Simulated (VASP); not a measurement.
Here is a VASP 6.6.1 calculation.

INCAR

```
PREC = Accurate
ENCUT = 400
EDIFF = 1E-6
ISMEAR = 1
SIGMA = 0.1
LREAL = False
LASPH = True
NELM = 120
ALGO = Normal
ISIF = 2
LWAVE = False
LCHARG = False
LDIPOL = True
IDIPOL = 3
DIPOL = 0.5 0.5 0.665
GGA = PE
IVDW = 12
NBANDS = 14
GGA_COMPAT = False
NELMDL = -8
```

The input KPOINTS:

```
regular mesh
0
Gamma
  15 15 1
```

The input POSCAR:

```
Al
1.0
    1.4511908809      2.5135363372      0.0000000000
   -2.9023817618      0.0000000000      0.0000000000
    0.0000000000      0.0000000000     29.1800269792
Al
4
Direct
    0.6666666667      0.3333333333      0.5487983768
    0.3333333333      0.6666666667      0.6253134155
    0.0000000000      1.0000000000      0.7034387573
    0.6666666667      0.3333333333      0.7820237170
```

Potentials or basis: VASP PAW PBE potentials, release 64 (Al).

Launch:

```sh
$ cat potpaw_PBE.64/Al/POTCAR > POTCAR
$ mpirun -np 1 vasp_std > vasp.out
```

(1) What does it give for the band gap on the k mesh?

(2) Estimate the dispersion energy per atom.

(3) Predict the largest force.

Answers

(1) zero (bands 6 and 7 overlap by 1.94 eV).

(2) -0.250 eV.

(3) 0.307 eV/Å.
